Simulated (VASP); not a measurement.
## SnH2: relaxation of cell and atoms with PBEsol

SnH2:

```
CELL_PARAMETERS angstrom
4.18442 0.00000 0.00000
0.00000 4.18442 0.00000
0.00000 0.00000 2.76172
ATOMIC_POSITIONS crystal
Sn 0.00000 0.00000 0.00000
Sn 0.50000 0.50000 0.50000
H 0.30500 0.30500 0.00000
H 0.19500 0.80500 0.50000
H 0.80500 0.19500 0.50000
H 0.69500 0.69500 0.00000
```

| Property | Result |
| --- | --- |
| Program | VASP 6.6.1 |
| Task | relaxation of cell and atoms |
| Functional | PBEsol |
| Potentials or basis | VASP PAW PBE potentials, release 64 (Sn_d, H) |
| Cutoff | 600 eV |
| k mesh | 6 × 6 × 8 |
| Occupations | fermi-dirac, width 0.03 eV |
| Spin | no spin polarisation |
| Dipole correction | no |
| Further INCAR settings | ALGO = Normal; EDIFF = 1e-07; IBRION = 2; EDIFFG = -0.01; NSW = 100; ISIF = 3 |

* Relaxed volume: 13.16 Å³/atom
* Relaxed cell: a = 4.633 Å, b = 4.633 Å, c = 3.678 Å, α = 90.00°, β = 90.00°, γ = 90.00°
* Space group after relaxing (to 0.1 Å): P4_2/mnm (No. 136)
* Energy gained by relaxing: 898.5 meV/atom
* Ionic steps: 16
* Pressure after relaxing: 0.0 GPa
* Largest force after relaxing: 0.006 eV/Å
* Band gap on the k mesh: zero (bands 16 and 17 overlap by 3.28 eV)

Forces on the atoms (eV/Å):
```
Sn   0.000  0.000  0.000
Sn   0.000  0.000  0.000
H   -0.005 -0.005  0.000
H    0.005 -0.005  0.000
H   -0.005  0.005  0.000
H    0.005  0.005  0.000
```

Step by step:
```tsv
step	energy change (eV)	largest force (eV/Å)	pressure (GPa)	volume (Å³)
1	0.0000	1.0049	77.02	48.36
2	-5.2948	0.2560	0.57	80.62
3	-5.2924	0.2729	-0.44	82.41
4	-5.2953	0.2630	0.12	81.38
5	-5.3072	0.2078	-0.02	81.64
6	-5.3262	0.0731	-0.17	82.43
7	-5.3278	0.0274	-0.23	82.71
8	-5.3404	0.0261	-0.31	82.54
9	-5.3726	0.0026	-1.01	81.92
10	-5.3279	0.0919	-2.01	80.36
11	-5.3795	0.0049	-1.31	81.61
12	-5.3897	0.0074	-0.49	79.67
13	-5.3903	0.0090	-0.19	79.09
14	-5.3907	0.0114	-0.06	79.03
15	-5.3907	0.0122	-0.03	79.01
16	-5.3908	0.0064	0.00	78.96
```

Final structure:
```
Sn H
1.0
     4.63319    0.00000    0.00000
     0.00000    4.63319    0.00000
     0.00000    0.00000    3.67841
Sn H
2 4
Direct
  0.00000 0.00000 0.00000
  0.50000 0.50000 0.50000
  0.31909 0.31909 0.00000
  0.18091 0.81909 0.50000
  0.81909 0.18091 0.50000
  0.68091 0.68091 0.00000
```

Levels at points of the mesh, in eV from the Fermi level:
```
           k point  band 13  band 14  band 15  band 16  band 17  band 18  band 19  band 20
(0.00, 0.00, 0.00)    -5.28    -5.28    -1.90     0.82     1.94     3.07     3.07     5.26
(0.50, 0.00, 0.00)    -3.94    -3.94    -1.05    -1.05     2.41     2.41     2.59     2.59
(0.50, 0.50, 0.00)    -6.46    -6.46     1.55     1.55     2.79     2.79     3.33     3.33
(0.00, 0.00, 0.50)    -3.86    -3.86    -3.43    -3.43     0.56     0.56     4.52     4.52
(0.50, 0.00, 0.50)    -6.97    -6.97    -0.88    -0.88     0.18     0.18     1.61     1.61
(0.50, 0.50, 0.50)    -5.24    -5.24    -4.82    -4.82    -1.39    -1.39     6.08     6.08
```

It took 3.6 min on 1 thread of Intel(R) Xeon(R) 6975P-C (Granite Rapids), on a shared host, peak memory 0.21 GiB.

Caveat: the volume moved by over 15 % at a fixed basis, so the end points are rough; the PAW data sets were made with another functional, which shifts forces and pressure a little; spin-orbit coupling is left out, which moves the levels of the heavy elements.
